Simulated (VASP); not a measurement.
Input of a VASP 6.6.1 run:

File INCAR:

```
PREC = Accurate
ENCUT = 520
EDIFF = 1E-7
ISMEAR = -1
SIGMA = 0.02
LREAL = F
LASPH = T
NELM = 100
ALGO = Normal
ISIF = 2
LWAVE = F
LCHARG = F
GGA = PE
NBANDS = 16
```

The input KPOINTS:

```
Automatic mesh
0
Gamma
  6 6 4
```

Contents of POSCAR:

```
AlBSb2
1.0
    4.0064826178      0.0000000000      0.0000000000
    0.0000000000      4.0064826178      0.0000000000
    0.0000000000      0.0000000000      5.8800652909
B Sb Al
1 2 1
Direct
    0.0000000000      0.0000000000      0.0000000000
    0.0000000000      0.5000000000      0.2148476448
    0.5000000000      0.0000000000      0.7851523552
    0.5000000000      0.5000000000      0.5000000000
```

Potentials or basis: VASP PAW PBE potentials, release 64 (B, Sb, Al).

Run with:

```console
$ cat potpaw_PBE.64/B/POTCAR potpaw_PBE.64/Sb/POTCAR potpaw_PBE.64/Al/POTCAR > POTCAR
$ mpirun -np 1 vasp_std > vasp.out
```

Problem. What does it give for the largest force?

Solution. 0.135 eV/Å.

Problem. Estimate the pressure.

Solution. 1.4 GPa.

Stress tensor (GPa, compression positive):
```
1.36 0.00 0.00
0.00 1.36 0.00
0.00 0.00 1.48
```
